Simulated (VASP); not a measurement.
# MgB2 (P6/mmm) in VASP: a series of runs

Runs on MgB2. Level: r2SCAN. Tasks: single point, relaxation of shape and atoms at fixed volume.

All numbers are computed with VASP 6.6.1; they aren't measurements. Logs are shortened: lines on timing, memory, paths and dates and some standing lists are left out, and cuts for length are marked.

**1. The cell of the first run**

Symmetry: P6/mmm, No. 191, hexagonal system. The conventional cell has a = 3.102 Å, b = 3.102 Å, c = 3.572 Å, α = 90.00°, β = 90.00°, γ = 120.00°. Within 3.3 Å of Mg (site symmetry 6/mmm) lie 12 B at 2.53 Å and 6 Mg at 3.10 Å. Within 2.4 Å of B (site symmetry -6m2) lie 3 B at 1.79 Å.

**2. Single point, r2SCAN (volume scaled by 1.040)**

Input file POSCAR:

```
MgB2
1.0
    3.1024329723      0.0000000000      0.0000000000
   -1.5512164862      2.6867857676      0.0000000000
    0.0000000000      0.0000000000      3.5716641686
Mg B
1 2
Direct
    0.0000000000      0.0000000000      0.0000000000
    0.3333333333      0.6666666667      0.5000000000
    0.6666666667      0.3333333333      0.5000000000
```

Input file INCAR.step1:

```
  ALGO = Normal
  EDIFF = 1E-4
  ENCUT = 520
  GGA = PE
  ISMEAR = 0
  LASPH = True
  LCHARG = False
  LREAL = False
  LWAVE = True
  NBANDS = 11
  NELM = 80
  PREC = Accurate
  SIGMA = 0.05
```

Input file INCAR.step2:

```
  ALGO = Normal
  EDIFF = 1E-6
  ENCUT = 520
  ISIF = 2
  ISMEAR = 0
  ISTART = 1
  LASPH = True
  LCHARG = True
  LELF = True
  LMIXTAU = True
  LREAL = False
  LVHAR = True
  LWAVE = False
  METAGGA = R2SCAN
  NBANDS = 11
  NELM = 80
  PREC = Accurate
  SIGMA = 0.05
```

Input file KPOINTS:

```
k-points
0
Gamma
  14 14 12
```

Potentials or basis: VASP PAW PBE potentials, release 64 (Mg, B).

Launch:

```console
$ cat potpaw_PBE.64/Mg/POTCAR potpaw_PBE.64/B/POTCAR > POTCAR
$ cp INCAR.step1 INCAR
$ mpirun -np 1 vasp_std > vasp.out
$ cp INCAR.step2 INCAR
$ mpirun -np 1 vasp_std > vasp.out
```

OUTCAR:

```text
EDIFF = 1E-6
   ENCUT = 520
   ISIF = 2
   ISMEAR = 0
   ISTART = 1
   LASPH = True
   LREAL = False
   METAGGA = R2SCAN
   NELM = 80
   PREC = Accurate

 ion  position               nearest neighbor table
   1  0.000  0.000  0.000-   2 2.53   3 2.53   2 2.53   3 2.53   3 2.53   3 2.53   2 2.53   2 2.53
                             3 2.53   3 2.53   2 2.53   2 2.53
   2  0.333  0.667  0.500-   3 1.79   3 1.79   3 1.79   1 2.53   1 2.53   1 2.53   1 2.53   1 2.53
                             1 2.53
   3  0.667  0.333  0.500-   2 1.79   2 1.79   2 1.79   1 2.53   1 2.53   1 2.53   1 2.53   1 2.53
                             1 2.53

  LATTYP: Found a hexagonal cell.
 ALAT       =     3.1024329723
 C/A-ratio  =     1.1512461995

  Lattice vectors:

 A1 = (   3.1024329723,   0.0000000000,   0.0000000000)
 A2 = (  -1.5512164862,   2.6867857676,   0.0000000000)
 A3 = (   0.0000000000,   0.0000000000,   3.5716641686)

Analysis of symmetry for initial positions (statically):
=====================================================================
 Subroutine PRICEL returns:
 Original cell was already a primitive cell.

 Routine SETGRP: Setting up the symmetry group for a
 hexagonal supercell.

 Subroutine GETGRP returns: Found 24 space group operations
 (whereof 24 operations were pure point group operations)
 out of a pool of 24 trial point group operations.

The static configuration has the point symmetry D_6h.

Analysis of symmetry for dynamics (positions and initial velocities):
=====================================================================
 Subroutine PRICEL returns:
 Original cell was already a primitive cell.

 Routine SETGRP: Setting up the symmetry group for a
 hexagonal supercell.

 Subroutine GETGRP returns: Found 24 space group operations
 (whereof 24 operations were pure point group operations)
 out of a pool of 24 trial point group operations.

The dynamic configuration has the point symmetry D_6h.

 Subroutine INISYM returns: Found 24 space group operations
 (whereof 24 operations are pure point group operations),
 and found     1 'primitive' translations

----------------------------------------------------------------------------------------

                                     Primitive cell

  volume of cell :      29.7719

  direct lattice vectors                    reciprocal lattice vectors
     3.102432972  0.000000000  0.000000000     0.322327673  0.186095969  0.000000000
    -1.551216486  2.686785768  0.000000000     0.000000000  0.372191937  0.000000000
     0.000000000  0.000000000  3.571664169     0.000000000  0.000000000  0.279981530

  length of vectors
     3.102432972  3.102432972  3.571664169     0.372191937  0.372191937  0.279981530

  position of ions in fractional coordinates (direct lattice)
     0.000000000  0.000000000  0.000000000
     0.333333333  0.666666667  0.500000000
     0.666666667  0.333333333  0.500000000

  ion indices of the primitive-cell ions
   primitive index   ion index
                 1           1
                 2           2
                 3           3

----------------------------------------------------------------------------------------

 KPOINTS: k-points

Automatic generation of k-mesh.
 Grid dimensions read from file:
 generate k-points for:   14   14   12

 Generating k-lattice:

  Cartesian coordinates                     Fractional coordinates (reciprocal lattice)
     0.023023405  0.013292569  0.000000000     0.071428571 -0.000000000  0.000000000
     0.000000000  0.026585138  0.000000000     0.000000000  0.071428571  0.000000000
     0.000000000  0.000000000  0.023331794     0.000000000  0.000000000  0.083333333

  Length of vectors
     0.026585138  0.026585138  0.023331794

  Shift w.r.t. Gamma in fractional coordinates (k-lattice)
     0.000000000  0.000000000  0.000000000

 Subroutine IBZKPT returns following result:
 ===========================================

 Found    168 irreducible k-points:

 Following reciprocal coordinates:
            Coordinates               Weight
  0.000000  0.000000  0.000000      1.000000
  0.071429 -0.000000  0.000000      6.000000
  0.142857 -0.000000  0.000000      6.000000
  0.214286  0.000000  0.000000      6.000000
  0.285714 -0.000000  0.000000      6.000000
  0.357143 -0.000000  0.000000      6.000000
[... 16 lines left out ...]
  0.285714  0.285714  0.000000      6.000000
  0.357143  0.285714  0.000000      6.000000
 [... further k-points ...]
   k-points           NKPTS =    168   k-points in BZ     NKDIM =    168   number of bands    NBANDS=     11
   number of dos      NEDOS =    301   number of ions     NIONS =      3
   total plane-waves  NPLWV =  16128
   dimension x,y,z NGX =    24 NGY =   24 NGZ =   28
   dimension x,y,z NGXF=    48 NGYF=   48 NGZF=   56
   ions per type =               1   2
   NGX,Y,Z   is equivalent  to a cutoff of  12.86, 12.86, 13.03 a.u.
   NGXF,Y,Z  is equivalent  to a cutoff of  25.72, 25.72, 26.07 a.u.
 SYSTEM =  unknown system
   PREC   = accura    normal or accurate (medium, high low for compatibility)
   ISTART =      1    job   : 0-new  1-cont  2-samecut
   ICHARG =      0    charge: 1-file 2-atom 10-const
   ISPIN  =      1    spin polarized calculation?
   LNONCOLLINEAR =      F non collinear calculations
   LSORBIT =      F    spin-orbit coupling
   LASPH  =      T    aspherical Exc in radial PAW
   ENCUT  =  520.0 eV  38.22 Ry    6.18 a.u.   5.77  5.77  6.64*2*pi/ulx,y,z
   NELM   =     80;   NELMIN=  2; NELMDL=  0     # of ELM steps
   EDIFF  = 0.1E-05   stopping-criterion for ELM
   LREAL  =      F    real-space projection
   EDIFFG = 0.1E-04   stopping-criterion for IOM
   NSW    =      0    number of steps for IOM
   IBRION =     -1    ionic relax: 0-MD 1-quasi-New 2-CG
   NFREE  =      0    steps in history (QN), initial steepest desc. (CG)
   ISIF   =      2    stress and relaxation
   ISYM   =      2    0-nonsym 1-usesym 2-fastsym
   POTIM  = 0.5000    time-step for ionic-motion
   TEBEG  =    0.0;   TEEND  =   0.0 temperature during run
   PSTRESS=    0.0 pullay stress
   NELECT =       8.0000    total number of electrons
   NUPDOWN=      -1.0000    fix difference up-down
   EMIN   =  10.00;   EMAX   =-10.00  energy-range for DOS
   EFERMI =   0.00;   METHOD = LEGACY
   ISMEAR =     0;   SIGMA  =   0.05  broadening in eV -4-tet -1-fermi 0-gaus
   EFERMI_NEDOS =   21; number of points for ismear=-14 and -15
   IALGO  =     38    algorithm
   IMIX   =      4    mixing-type and parameters
     AMIX     =   0.40;   BMIX     =  1.00
     AMIX_MAG =   1.60;   BMIX_MAG =  1.00
  volume/ion in A,a.u.               =       9.92        66.97
  Fermi-wavevector in a.u.,A,eV,Ry     =   1.056419  1.996342 15.184384  1.116021
  Thomas-Fermi vector in A             =   2.191654
   LORBIT       =      0    0 simple, 1 ext, 2 COOP (PROOUT), +10 PAW based schemes
   METAGGA = R2SCAN    functional components
   LHFCALC =     F    Hartree Fock is set to
   AEXX    =    0.0000 exact exchange contribution
   IVDW    =     0    specifies the selected vdW correction
   LEPSILON=     F    determine dielectric tensor
   LRPA    =     F    only Hartree local field effects (RPA)
 non-spin polarized calculation
 Gauss-broadening in eV      SIGMA  =   0.05
  energy-cutoff  :      520.00
  volume of cell :       29.77
 maximum number of plane-waves:       818
 NGX is ok and might be reduce to    24
   NGX = 11   NGY = 11   NGZ = 13

 number of electron       8.0000000 magnetization

 Free energy of the ion-electron system (eV)
  ---------------------------------------------------
  ext. energy  EPLUGINS =         0.00000000
  ---------------------------------------------------
  free energy    TOTEN  =       -19.38258885 eV

  energy without entropy =      -19.38176941  energy(sigma->0) =      -19.38217913

 E-fermi :   5.1071     XC(G=0): -11.4203

 val. band max:        5.0981815301   @ k =   0.1429  -0.0000   0.5000
 cond. band min:       5.1166523595   @ k =   0.0714  -0.0000   0.1667
 fundamental gap:      0.0184708294
 Fermi energy:         5.1071174523

 k-point     1 :       0.0000    0.0000    0.0000
  band No.  band energies     occupation
      1      -7.9624      2.00000
      2       1.9477      2.00000
      3       5.5148      0.00000
      4       5.5149      0.00000
      5       6.8684      0.00000
      6      11.6998      0.00000
      7      11.6998      0.00000
      8      13.4370      0.00000
      9      15.7311      0.00000
     10      18.7446      0.00000
     11      22.0897      0.00000

 k-point     2 :       0.0714   -0.0000    0.0000
  band No.  band energies     occupation
      1      -7.8699      2.00000
      2       2.0389      2.00000
      3       5.0199      1.98642
      4       5.2884      0.00000
      5       6.9512      0.00000
      6      11.6583      0.00000
      7      12.1149      0.00000
      8      13.6705      0.00000
      9      15.3730      0.00000
     10      19.1945      0.00000
     11      21.5945      0.00000

 k-point     3 :       0.1429   -0.0000    0.0000
  band No.  band energies     occupation
      1      -7.5933      2.00000
      2       2.3111      2.00000
      3       3.8150      2.00000
      4       4.7567      2.00000
      5       7.2064      0.00000
      6      11.3742      0.00000
      7      13.2075      0.00000
      8      14.3146      0.00000
      9      14.4005      0.00000
     10      20.3583      0.00000
     11      20.6555      0.00000

 k-point     4 :       0.2143    0.0000    0.0000
  band No.  band energies     occupation
      1      -7.1349      2.00000
      2       2.3156      2.00000
      3       2.7590      2.00000
      4       4.1502      2.00000
      5       7.6225      0.00000
      6      10.9397      0.00000
      7      13.0433      0.00000
      8      14.7266      0.00000
      9      14.8542      0.00000
     10      19.9582      0.00000
     11      20.2008      0.00000

 k-point     5 :       0.2857   -0.0000    0.0000
  band No.  band energies     occupation
      1      -6.4994      2.00000
      2       0.7545      2.00000
      3       3.3700      2.00000
      4       3.6064      2.00000
      5       8.1640      0.00000
      6      10.5424      0.00000
      7      11.5381      0.00000
      8      14.7147      0.00000
      9      16.4830      0.00000
     10      19.3550      0.00000
     11      20.1167      0.00000
[... 211 lines left out ...]
 k-point    21 :       0.2857    0.2143    0.0000
  band No.  band energies     occupation
      1      -4.6535      2.00000
      2      -1.1408      2.00000
      3       0.5990      2.00000
      4       5.0941      1.28651
      5       8.9382      0.00000
      6      10.0341      0.00000
      7      12.2810      0.00000
      8      13.9049      0.00000
      9      15.3113      0.00000
     10      17.0842      0.00000
     11      18.0492      0.00000

 k-point    22 :       0.3571    0.2143    0.0000
  band No.  band energies     occupation
      1      -3.7031      2.00000
      2      -2.2739      2.00000
      3       0.3293      2.00000
      4       5.8232      0.00000
      5       8.0292      0.00000
      6      10.8085      0.00000
      7      11.6903      0.00000
      8      13.9035      0.00000
      9      14.9313      0.00000
     10      17.4189      0.00000
     11      18.8539      0.00000

 k-point    23 :       0.2857    0.2857    0.0000
  band No.  band energies     occupation
      1      -3.7488      2.00000
      2      -1.7515      2.00000
      3      -0.3362      2.00000
      4       5.9054      0.00000
      5       8.0156      0.00000
      6      10.7919      0.00000
      7      12.0825      0.00000
      8      14.5351      0.00000
      9      14.5888      0.00000
     10      17.2772      0.00000
     11      17.7692      0.00000

 k-point    24 :       0.3571    0.2857    0.0000
  band No.  band energies     occupation
      1      -2.9848      2.00000
      2      -2.4244      2.00000
      3      -0.6475      2.00000
      4       6.5042      0.00000
      5       7.3795      0.00000
      6      11.3301      0.00000
      7      11.7096      0.00000
      8      14.3458      0.00000
      9      14.6871      0.00000
     10      17.4547      0.00000
     11      18.5407      0.00000

 [... further k-points ...]
[... 5 lines left out ...]
  --------------------------------------------------------------------------------------
  -------------------------------------------------------------------------------------
  Total       -1.0637470     -1.0637470     -1.1287880      0.0000000     -0.0000000      0.0000000
  in kB      -57.2457012    -57.2457012    -60.7458896      0.0000000     -0.0000000      0.0000000
  external PRESSURE =     -58.4124306 kB  Pullay stress =       0.0000000 kB

 VOLUME and BASIS-vectors are now :
 -----------------------------------------------------------------------------
  energy-cutoff  :      520.00
  volume of cell :       29.77
      direct lattice vectors                 reciprocal lattice vectors
     3.102432972  0.000000000  0.000000000     0.322327673  0.186095969  0.000000000
    -1.551216486  2.686785768  0.000000000     0.000000000  0.372191937  0.000000000
     0.000000000  0.000000000  3.571664169     0.000000000  0.000000000  0.279981530

 POSITION                                       TOTAL-FORCE (eV/Angst)
 -----------------------------------------------------------------------------------
      0.00000      0.00000      0.00000         0.000000      0.000000      0.000000
     -0.00000      1.79119      1.78583         0.000000      0.000000      0.000000
      1.55122      0.89560      1.78583        -0.000000     -0.000000      0.000000
 -----------------------------------------------------------------------------------
    total drift:                                0.000000     -0.000000      0.000000

  FREE ENERGIE OF THE ION-ELECTRON SYSTEM (eV)
  ---------------------------------------------------
  free  energy   TOTEN  =       -19.3825888545 eV

  energy  without entropy=      -19.3817694131  energy(sigma->0) =      -19.38217913
```

It took 4.7 min on 1 thread of AMD EPYC 7R13, shared host; peak memory 0.16 GiB.

What came out:

```
Free energy            : -19.3826 eV
Pressure               : -5.8 GPa
Band gap on the k mesh : zero (band 4 reaches 6.50 eV, above the bottom of band 5 at 3.47 eV)
```

Caveat: the PAW data sets were made with another functional, which shifts forces and pressure a little.

(Part 1 of 2 ends here.)
